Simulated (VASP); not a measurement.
# GaN (Cm) in VASP: notebook

The runs below take GaN through single point, with r2SCAN.

Everything below comes from runs of VASP 6.6.1. Logs are shortened: lines on timing, memory, paths and dates and some standing lists are left out, and cuts for length are marked.

### Step 1. The cell of the first run

Symmetry: Cm, No. 8, monoclinic system. The conventional cell has a = 5.508 Å, b = 3.180 Å, c = 5.166 Å, α = 90.00°, β = 90.00°, γ = 90.00°. Within 2.4 Å of Ga (site symmetry m) lie 4 N at 1.83 to 2.06 Å. Ga (site symmetry m) has 4 N at 1.87 to 2.06 Å within 2.5 Å. N (site symmetry m) has 4 Ga at 1.87 to 2.06 Å within 2.5 Å. Within 2.4 Å of N (site symmetry m) lie 4 Ga at 1.83 to 2.06 Å.

### Step 2. Single point, r2SCAN

File POSCAR:

```
GaN
1.0
    3.1799996605      0.0000000000      0.0000000000
   -1.5899998303      2.7539604900      0.0000000000
    0.0000000000      0.0000000000      5.1660000000
Ga N
2 2
Direct
    0.3017778375      0.6508889187     -0.0236666219
    0.6351111708      0.3175555854      0.4763333781
    0.3333333333      0.6666666667      0.3750000000
    0.6666666667      0.3333333333      0.8750000000
```

File INCAR.step1:

```
SYSTEM = GaN
PREC = Accurate
ENCUT = 520
ISMEAR = 0
SIGMA = 0.05
LREAL = .FALSE.
LASPH = .TRUE.
NELM = 80
NBANDS = 26
GGA = PE
ALGO = Normal
EDIFF = 1E-4
LWAVE = .TRUE.
LCHARG = .FALSE.
```

File INCAR.step2:

```
SYSTEM = GaN
PREC = Accurate
ENCUT = 520
EDIFF = 1E-6
ISMEAR = 0
SIGMA = 0.05
LREAL = .FALSE.
LASPH = .TRUE.
NELM = 80
ALGO = Normal
ISIF = 2
LWAVE = .FALSE.
LCHARG = .FALSE.
METAGGA = R2SCAN
LMIXTAU = .TRUE.
NBANDS = 26
ISTART = 1
```

File KPOINTS:

```
Automatic mesh
0
G
  12 12 6
  0 0 0
```

Potentials or basis: VASP PAW PBE potentials, release 64 (Ga_d, N).

Run with:

```console
$ cat potpaw_PBE.64/Ga_d/POTCAR potpaw_PBE.64/N/POTCAR > POTCAR
$ cp INCAR.step1 INCAR
$ mpirun -np 1 vasp_std > vasp.out
$ cp INCAR.step2 INCAR
$ mpirun -np 1 vasp_std > vasp.out
```

OUTCAR:

```text
SYSTEM = GaN
   PREC = Accurate
   ENCUT = 520
   EDIFF = 1E-6
   ISMEAR = 0
   LREAL = .FALSE.
   LASPH = .TRUE.
   NELM = 80
   ISIF = 2
   METAGGA = R2SCAN
   ISTART = 1

 ion  position               nearest neighbor table
   1  0.302  0.651  0.976-   4 1.83   4 1.95   4 1.95   3 2.06
   2  0.635  0.318  0.476-   3 1.87   3 1.87   3 1.99   4 2.06
   3  0.333  0.667  0.375-   2 1.87   2 1.87   2 1.99   1 2.06
   4  0.667  0.333  0.875-   1 1.83   1 1.95   1 1.95   2 2.06

  LATTYP: Found a hexagonal cell.
 ALAT       =     3.1799996605
 C/A-ratio  =     1.6245284753

  Lattice vectors:

 A1 = (   3.1799996605,   0.0000000000,   0.0000000000)
 A2 = (  -1.5899998303,   2.7539604900,   0.0000000000)
 A3 = (   0.0000000000,   0.0000000000,   5.1660000000)

Analysis of symmetry for initial positions (statically):
=====================================================================
 Subroutine PRICEL returns:
 Original cell was already a primitive cell.

 Routine SETGRP: Setting up the symmetry group for a
 hexagonal supercell.

 Subroutine GETGRP returns: Found  2 space group operations
 (whereof  2 operations were pure point group operations)
 out of a pool of 24 trial point group operations.

The static configuration has the point symmetry C_1h.

Analysis of symmetry for dynamics (positions and initial velocities):
=====================================================================
 Subroutine PRICEL returns:
 Original cell was already a primitive cell.

 Routine SETGRP: Setting up the symmetry group for a
 hexagonal supercell.

 Subroutine GETGRP returns: Found  2 space group operations
 (whereof  2 operations were pure point group operations)
 out of a pool of 24 trial point group operations.

The dynamic configuration has the point symmetry C_1h.

 Subroutine INISYM returns: Found  2 space group operations
 (whereof  2 operations are pure point group operations),
 and found     1 'primitive' translations

----------------------------------------------------------------------------------------

                                     Primitive cell

  volume of cell :      45.2417

  direct lattice vectors                    reciprocal lattice vectors
     3.179999661  0.000000000  0.000000000     0.314465442  0.181556708  0.000000000
    -1.589999830  2.753960490  0.000000000     0.000000000  0.363113416  0.000000000
     0.000000000  0.000000000  5.166000000     0.000000000  0.000000000  0.193573364

  length of vectors
     3.179999661  3.179999661  5.166000000     0.363113416  0.363113416  0.193573364

  position of ions in fractional coordinates (direct lattice)
     0.301777837  0.650888919  0.976333378
     0.635111171  0.317555585  0.476333378
     0.333333333  0.666666667  0.375000000
     0.666666667  0.333333333  0.875000000

  ion indices of the primitive-cell ions
   primitive index   ion index
                 1           1
                 2           2
                 3           3
                 4           4

----------------------------------------------------------------------------------------

 KPOINTS: Automatic mesh

Automatic generation of k-mesh.
 Grid dimensions read from file:
 generate k-points for:   12   12    6

 Generating k-lattice:

  Cartesian coordinates                     Fractional coordinates (reciprocal lattice)
     0.026205454  0.015129726  0.000000000     0.083333333  0.000000000  0.000000000
     0.000000000  0.030259451  0.000000000     0.000000000  0.083333333  0.000000000
     0.000000000  0.000000000  0.032262227     0.000000000  0.000000000  0.166666667

  Length of vectors
     0.030259451  0.030259451  0.032262227

  Shift w.r.t. Gamma in fractional coordinates (k-lattice)
     0.000000000  0.000000000  0.000000000

 Subroutine IBZKPT returns following result:
 ===========================================

 Found    242 irreducible k-points:

 Following reciprocal coordinates:
            Coordinates               Weight
  0.000000  0.000000  0.000000      1.000000
  0.083333  0.000000  0.000000      2.000000
  0.000000  0.083333  0.000000      4.000000
  0.166667  0.000000  0.000000      2.000000
  0.000000  0.166667  0.000000      4.000000
  0.250000  0.000000  0.000000      2.000000
[... 16 lines left out ...]
 -0.083333  0.416667  0.000000      4.000000
 -0.416667  0.333333  0.000000      4.000000
 [... further k-points ...]
   k-points           NKPTS =    242   k-points in BZ     NKDIM =    242   number of bands    NBANDS=     26
   number of dos      NEDOS =    301   number of ions     NIONS =      4
   total plane-waves  NPLWV =  23040
   dimension x,y,z NGX =    24 NGY =   24 NGZ =   40
   dimension x,y,z NGXF=    48 NGYF=   48 NGZF=   80
   ions per type =               2   2
   NGX,Y,Z   is equivalent  to a cutoff of  12.55, 12.55, 12.87 a.u.
   NGXF,Y,Z  is equivalent  to a cutoff of  25.09, 25.09, 25.74 a.u.
 SYSTEM =  GaN
[... 62 lines left out ...]
 Fermi energy:         5.5438893057

 k-point     1 :       0.0000    0.0000    0.0000
  band No.  band energies     occupation
      1     -11.7692      2.00000
      2     -10.8058      2.00000
      3      -8.7143      2.00000
      4      -8.7019      2.00000
      5      -8.6474      2.00000
      6      -8.6465      2.00000
[... 18 lines left out ...]
     25      17.6358      0.00000
     26      17.6704      0.00000

 k-point     2 :       0.0833    0.0000    0.0000
  band No.  band energies     occupation
      1     -11.6980      2.00000
      2     -10.7794      2.00000
      3      -8.7017      2.00000
      4      -8.7001      2.00000
      5      -8.6414      2.00000
      6      -8.6299      2.00000
[... 18 lines left out ...]
     25      17.3069      0.00000
     26      17.8364      0.00000

 k-point     3 :       0.0000    0.0833    0.0000
  band No.  band energies     occupation
      1     -11.6975      2.00000
      2     -10.7786      2.00000
      3      -8.7203      2.00000
      4      -8.6804      2.00000
      5      -8.6453      2.00000
      6      -8.6280      2.00000
[... 18 lines left out ...]
     25      17.2659      0.00000
     26      17.8821      0.00000

 k-point     4 :       0.1667    0.0000    0.0000
  band No.  band energies     occupation
      1     -11.5022      2.00000
      2     -10.7127      2.00000
      3      -8.6801      2.00000
      4      -8.6695      2.00000
      5      -8.6098      2.00000
      6      -8.5846      2.00000
[... 18 lines left out ...]
     25      17.1137      0.00000
     26      18.3053      0.00000

 k-point     5 :       0.0000    0.1667    0.0000
  band No.  band energies     occupation
      1     -11.5003      2.00000
      2     -10.7095      2.00000
      3      -8.7070      2.00000
      4      -8.6410      2.00000
      5      -8.6190      2.00000
      6      -8.5843      2.00000
[... 18 lines left out ...]
     25      17.0656      0.00000
     26      18.3430      0.00000

 k-point     6 :       0.2500    0.0000    0.0000
  band No.  band energies     occupation
      1     -11.2360      2.00000
      2     -10.6346      2.00000
      3      -8.6467      2.00000
      4      -8.6327      2.00000
      5      -8.5478      2.00000
      6      -8.5245      2.00000
[... 427 lines left out ...]
 k-point    21 :      -0.3333    0.2500    0.0000
  band No.  band energies     occupation
      1     -11.0667      2.00000
      2     -10.5881      2.00000
      3      -8.6479      2.00000
      4      -8.6020      2.00000
      5      -8.5289      2.00000
      6      -8.4909      2.00000
[... 18 lines left out ...]
     25      17.1747      0.00000
     26      19.2896      0.00000

 k-point    22 :       0.3333    0.0833    0.0000
  band No.  band energies     occupation
      1     -10.8598      2.00000
      2     -10.5497      2.00000
      3      -8.6186      2.00000
      4      -8.6027      2.00000
      5      -8.4695      2.00000
      6      -8.4523      2.00000
[... 18 lines left out ...]
     25      17.4165      0.00000
     26      19.5033      0.00000

 k-point    23 :      -0.0833    0.4167    0.0000
  band No.  band energies     occupation
      1     -10.8517      2.00000
      2     -10.5387      2.00000
      3      -8.6341      2.00000
      4      -8.5941      2.00000
      5      -8.4756      2.00000
      6      -8.4547      2.00000
[... 18 lines left out ...]
     25      17.4126      0.00000
     26      19.5388      0.00000

 k-point    24 :      -0.4167    0.3333    0.0000
  band No.  band energies     occupation
      1     -10.8520      2.00000
      2     -10.5422      2.00000
      3      -8.6305      2.00000
      4      -8.5933      2.00000
      5      -8.4750      2.00000
      6      -8.4602      2.00000
[... 18 lines left out ...]
     25      17.4058      0.00000
     26      19.5305      0.00000

 [... further k-points ...]

------------------------ aborting loop because EDIFF is reached ----------------------------------------

  FORCE on cell =-STRESS in cart. coord.  units (eV):
  Direction    XX          YY          ZZ          XY          YZ          ZX
  --------------------------------------------------------------------------------------
  -------------------------------------------------------------------------------------
  Total        2.3151328      2.1310048     -0.7561825      0.1594595      0.5051468      0.8749782
  in kB       81.9874379     75.4667831    -26.7792246      5.6470527     17.8891212     30.9862230
  external PRESSURE =      43.5583321 kB  Pullay stress =       0.0000000 kB

 VOLUME and BASIS-vectors are now :
 -----------------------------------------------------------------------------
  energy-cutoff  :      520.00
  volume of cell :       45.24
      direct lattice vectors                 reciprocal lattice vectors
     3.179999661  0.000000000  0.000000000     0.314465442  0.181556708  0.000000000
    -1.589999830  2.753960490  0.000000000     0.000000000  0.363113416  0.000000000
     0.000000000  0.000000000  5.166000000     0.000000000  0.000000000  0.193573364

 POSITION                                       TOTAL-FORCE (eV/Angst)
 -----------------------------------------------------------------------------------
     -0.07526      1.79252      5.04374         1.488819      0.859570      1.149398
      1.51474      0.87454      2.46074         1.096162      0.632869      1.116495
     -0.00000      1.83597      1.93725        -1.093226     -0.631174     -1.121888
      1.59000      0.91799      4.52025        -1.491754     -0.861265     -1.144005
 -----------------------------------------------------------------------------------
    total drift:                               -0.008668     -0.004989     -0.005819

  FREE ENERGIE OF THE ION-ELECTRON SYSTEM (eV)
  ---------------------------------------------------
  free  energy   TOTEN  =       -43.5621708047 eV

  energy  without entropy=      -43.5621708047  energy(sigma->0) =      -43.56217080
```

Run time: 4.4 min. Hardware: 1 thread of Intel Xeon 6975P-C (Granite Rapids), shared host; peak memory 0.35 GiB.

What came out:

```yaml
Free_energy: -43.5622 eV
Pressure: 4.4 GPa
Largest_force: 2.068 eV/Å
Band_gap_on_the_k_mesh: 2.24 eV
```

Forces on the atoms (eV/Å):
```
Ga   1.489  0.860  1.149
Ga   1.096  0.633  1.116
N   -1.093 -0.631 -1.122
N   -1.492 -0.861 -1.144
```

Stress tensor (GPa, compression positive):
```
 8.20  0.56  3.10
 0.56  7.55  1.79
 3.10  1.79 -2.68
```

Levels at points of the mesh, in eV from the valence-band top:
| k point | band 16 | band 17 | band 18 | band 19 | band 20 | band 21 |
| --- | --- | --- | --- | --- | --- | --- |
| (0.00, 0.00, 0.00) | -0.26 | -0.25 | 0.00 | 2.24 | 4.45 | 9.89 |
| (0.50, 0.00, 0.00) | -3.15 | -2.09 | -1.51 | 5.30 | 6.03 | 6.49 |
| (0.00, 0.50, 0.00) | -3.09 | -2.12 | -1.45 | 5.27 | 5.97 | 6.48 |
| (0.00, 0.00, 0.50) | -1.01 | -0.56 | -0.55 | 4.61 | 4.61 | 8.87 |
| (0.50, 0.00, 0.50) | -2.29 | -1.94 | -1.81 | 4.68 | 4.97 | 7.81 |
| (0.00, 0.50, 0.50) | -2.37 | -1.86 | -1.81 | 4.74 | 4.89 | 7.87 |

Caveat: the cell differs from its parent crystal (all Ga atoms moved +0.150 Å, as atom 1 towards its neighbour atom 2 (Ga) at 3.169 Å); the cell stands under pressure; the PAW data sets were made with another functional, which shifts forces and pressure a little.

### Step 3. Single point, r2SCAN

Edit POSCAR of step 2 so:

```diff
@@ -8,4 +8,4 @@
 Direct
-    0.3017778375      0.6508889187     -0.0236666219
-    0.6351111708      0.3175555854      0.4763333781
+    0.3122963361      0.6561481681     -0.0157777479
+    0.6456296694      0.3228148347      0.4842222521
     0.3333333333      0.6666666667      0.3750000000
```

File INCAR.step1:

```
SYSTEM = GaN
PREC     = Accurate       ! precision mode
ENCUT    = 520            ! plane-wave cutoff, eV
ISMEAR   = 0              ! smearing method
SIGMA    = 0.05           ! smearing width, eV
LREAL    = .False.        ! projectors in reciprocal space
LASPH    = .True.         ! aspherical terms in the spheres
NELM     = 100            ! most SCF steps
NBANDS   = 26             ! bands
GGA      = PE             ! functional
ALGO     = Normal         ! electronic algorithm
EDIFF    = 1E-4           ! SCF threshold, eV
LWAVE    = .True.         ! write WAVECAR
LCHARG   = .False.        ! write CHGCAR
```

File INCAR.step2:

```
SYSTEM = GaN
PREC     = Accurate       ! precision mode
ENCUT    = 520            ! plane-wave cutoff, eV
EDIFF    = 1E-6           ! SCF threshold, eV
ISMEAR   = 0              ! smearing method
SIGMA    = 0.05           ! smearing width, eV
LREAL    = .False.        ! projectors in reciprocal space
LASPH    = .True.         ! aspherical terms in the spheres
NELM     = 100            ! most SCF steps
ALGO     = Normal         ! electronic algorithm
ISIF     = 2              ! what is computed and relaxed
LWAVE    = .False.        ! write WAVECAR
LCHARG   = .False.        ! write CHGCAR
METAGGA  = R2SCAN         ! meta-GGA
LMIXTAU  = .True.       
NBANDS   = 26             ! bands
ISTART   = 1
```

File KPOINTS:

```
Automatic mesh
0
Gamma
  12 12 6
  0 0 0
```

Potentials or basis: VASP PAW PBE potentials, release 64 (Ga_d, N).

Run with:

```console
$ cat potpaw_PBE.64/Ga_d/POTCAR potpaw_PBE.64/N/POTCAR > POTCAR
$ cp INCAR.step1 INCAR
$ mpirun -np 1 vasp_std > vasp.out
$ cp INCAR.step2 INCAR
$ mpirun -np 1 vasp_std > vasp.out
```

Run time: 5.3 min. Hardware: 1 thread of Intel Xeon 6975P-C (Granite Rapids), shared host; peak memory 0.35 GiB.

The run converged. Its results:

```yaml
Free_energy: -43.7103 eV
Pressure: 3.0 GPa
Largest_force: 1.281 eV/Å
Band_gap_on_the_k_mesh: 2.29 eV
```

Forces on the atoms (eV/Å):
```
Ga   0.871  0.503  0.782
Ga   0.722  0.417  0.778
N   -0.715 -0.413 -0.776
N   -0.877 -0.506 -0.784
```

Stress tensor (GPa, compression positive):
```
 5.52  0.29  2.07
 0.29  5.19  1.19
 2.07  1.19 -1.58
```

Levels at points of the mesh, in eV from the valence-band top:
```tsv
k point	band 16	band 17	band 18	band 19	band 20	band 21
(0.00, 0.00, 0.00)	-0.19	-0.18	0.00	2.29	4.58	9.94
(0.50, 0.00, 0.00)	-3.05	-2.15	-1.35	5.40	6.07	6.53
(0.00, 0.50, 0.00)	-3.02	-2.16	-1.32	5.39	6.04	6.52
(0.00, 0.00, 0.50)	-0.86	-0.56	-0.56	4.67	4.67	8.99
(0.50, 0.00, 0.50)	-2.20	-1.95	-1.88	4.77	4.95	8.04
(0.00, 0.50, 0.50)	-2.26	-1.89	-1.87	4.81	4.90	8.09
```

Caveat: the cell differs from its parent crystal (all Ga atoms moved +0.100 Å, as atom 1 towards its neighbour atom 2 (Ga) at 3.169 Å); the cell stands under pressure; the PAW data sets were made with another functional, which shifts forces and pressure a little.

### Step 4. Single point, r2SCAN

Edit POSCAR of step 3 so:

```diff
@@ -8,4 +8,4 @@
 Direct
-    0.3122963361      0.6561481681     -0.0157777479
-    0.6456296694      0.3228148347      0.4842222521
+    0.3438518319      0.6719259160      0.0078888740
+    0.6771851653      0.3385925826      0.5078888740
     0.3333333333      0.6666666667      0.3750000000
```

File INCAR.step1:

```
SYSTEM = GaN
PREC = Accurate
ENCUT = 520
ISMEAR = 0
SIGMA = 0.05
LREAL = .False.
LASPH = .True.
NELM = 80
NBANDS = 26
GGA = PE
ALGO = Normal
EDIFF = 1E-4
LWAVE = .True.
LCHARG = .False.
```

File INCAR.step2:

```
SYSTEM = GaN
PREC = Accurate
ENCUT = 520
EDIFF = 1E-7
ISMEAR = 0
SIGMA = 0.05
LREAL = .False.
LASPH = .True.
NELM = 80
ALGO = Normal
ISIF = 2
LWAVE = .False.
LCHARG = .False.
METAGGA = R2SCAN
LMIXTAU = .True.
NBANDS = 26
ISTART = 1
```

KPOINTS is that of step 3.

Run with:

```console
$ cat potpaw_PBE.64/Ga_d/POTCAR potpaw_PBE.64/N/POTCAR > POTCAR
$ cp INCAR.step1 INCAR
$ mpirun -np 1 vasp_std > vasp.out
$ cp INCAR.step2 INCAR
$ mpirun -np 1 vasp_std > vasp.out
```

It took 6.3 min on 1 thread of Intel Xeon 6975P-C (Granite Rapids), shared host; peak memory 0.35 GiB.

It converged, with:

```
Free energy            : -43.7716 eV
Pressure               : 2.5 GPa
Largest force          : 0.824 eV/Å
Band gap on the k mesh : 2.32 eV
```

Forces in eV/Å, atoms in the order of the input:
```
Ga  -0.281 -0.162 -0.745
Ga  -0.319 -0.184 -0.733
N    0.316  0.182  0.739
N    0.284  0.164  0.739
```

Stress tensor (GPa, compression positive):
```
-0.01  0.01 -1.06
 0.01 -0.02 -0.61
-1.06 -0.61  7.52
```

Levels at points of the mesh, in eV from the valence-band top:
| k point | band 16 | band 17 | band 18 | band 19 | band 20 | band 21 |
| --- | --- | --- | --- | --- | --- | --- |
| (0.00, 0.00, 0.00) | -0.21 | -0.01 | 0.00 | 2.32 | 4.86 | 9.91 |
| (0.50, 0.00, 0.00) | -2.89 | -2.47 | -0.96 | 5.56 | 6.09 | 6.46 |
| (0.00, 0.50, 0.00) | -2.88 | -2.47 | -0.95 | 5.56 | 6.08 | 6.46 |
| (0.00, 0.00, 0.50) | -0.66 | -0.52 | -0.52 | 4.74 | 4.74 | 9.25 |
| (0.50, 0.00, 0.50) | -2.11 | -2.03 | -1.97 | 4.78 | 4.85 | 8.44 |
| (0.00, 0.50, 0.50) | -2.14 | -1.99 | -1.96 | 4.79 | 4.83 | 8.47 |

Caveat: the cell differs from its parent crystal (all Ga atoms moved -0.050 Å, as atom 1 towards its neighbour atom 2 (Ga) at 3.169 Å); the PAW data sets were made with another functional, which shifts forces and pressure a little.

### Step 5. The runs side by side

```tsv
cell	gap on the mesh (eV)	pressure (GPa)	largest force (eV/Å)
as given, atomic positions A	2.24	4.4	2.07
as given, atomic positions B	2.29	3.0	1.28
as given, atomic positions C	2.32	2.5	0.82
```

Alike in all rows: task single point; level r2SCAN; potentials or basis VASP PAW PBE potentials, release 64 (Ga_d, N); no spin polarisation; k mesh 12 × 12 × 6; cutoff (eV) 520; smearing gaussian 0.05 eV.

Caveats: the PAW data sets were made with another functional, which shifts forces and pressure a little; the cell stands under pressure (at least some runs).

Absolute energies hang on the potentials; compare differences alone.
